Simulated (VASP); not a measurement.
The system is PbF2.

```xyz
3
Lattice="0.0000 3.0218 3.0218 3.0218 0.0000 3.0218 3.0218 3.0218 0.0000" Properties=species:S:1:pos:R:3 pbc="T T T"
Pb    0.0000    0.0000    0.0000
F     4.5327    4.5327    4.5327
F     1.5109    1.5109    1.5109
```

```yaml
Program: VASP 6.6.1
Task: relaxation of cell and atoms
Functional: AM05
Potentials_or_basis: VASP PAW PBE potentials, release 64 (Pb_d, F)
Cutoff: 840 eV
k_mesh: 8 × 8 × 8
Occupations: gaussian, width 0.03 eV
Spin: no spin polarisation
```

At the start: pressure -3.6 GPa; volume 18.39 Å³/atom.

Q: How do energy, volume and symmetry change on relaxing?

A: Over 8 steps the energy falls by 11.4 meV/atom and the volume is 17.38 Å³/atom (-5.5 %); space group Fm-3m (No. 225, to 0.1 Å) before and after.

Step by step:
```tsv
step	energy change (eV)	largest force (eV/Å)	pressure (GPa)	volume (Å³)
1	0.0000	0.0000	-3.55	55.18
2	-0.0354	0.0000	0.20	51.99
3	-0.0355	0.0000	-0.01	52.14
4	-0.0343	0.0000	-0.03	52.14
5	-0.0343	0.0000	0.06	52.11
6	-0.0343	0.0000	-0.02	52.13
7	-0.0343	0.0000	-0.02	52.13
8	-0.0343	0.0000	-0.01	52.13
```

Final structure:
```
CELL_PARAMETERS angstrom
0.00000 2.96488 2.96488
2.96488 0.00000 2.96488
2.96488 2.96488 0.00000
ATOMIC_POSITIONS crystal
Pb 0.00000 0.00000 0.00000
F 0.75000 0.75000 0.75000
F 0.25000 0.25000 0.25000
```

Caveat: the PAW data sets were made with another functional, which shifts forces and pressure a little.
